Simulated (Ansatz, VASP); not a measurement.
**AsSe3: VASP beside Ansatz**

```
CELL_PARAMETERS angstrom
5.12441 0.00000 0.00000
0.00000 5.12441 0.00000
0.00000 0.00000 5.12441
ATOMIC_POSITIONS crystal
As 0.00000 0.00000 0.00000
Se 0.00000 0.00000 0.50000
Se 0.00000 0.50000 0.00000
Se 0.50000 0.00000 0.00000
```

Change from the starting cell: species swapped into the WO3 type (Pm-3m, No. 221).

Alike in both runs: task single point; functional PBE; k mesh 4 × 4 × 4; occupations gaussian, width 0.1 eV; no spin polarisation.

```csv
,VASP,Ansatz
version,VASP 6.6.1,Ansatz 0.2.0
potentials or method,"VASP PAW PBE potentials, release 64 (As, Se), cutoff 520 eV","scalar-relativistic, plane waves, PAW"
valence electrons in the cell,23,63
```

```csv
,VASP,Ansatz,Ansatz less VASP
gap on the k mesh at the Fermi level (eV),none,none,-
pressure (GPa),-0.2,-0.2,-0.04
```

A gap of «none» marks a metal or a gap that the smearing closes. VASP's potentials hold 23 valence electrons a cell and Ansatz's 63, so a difference there can come from the potentials and not from the codes.
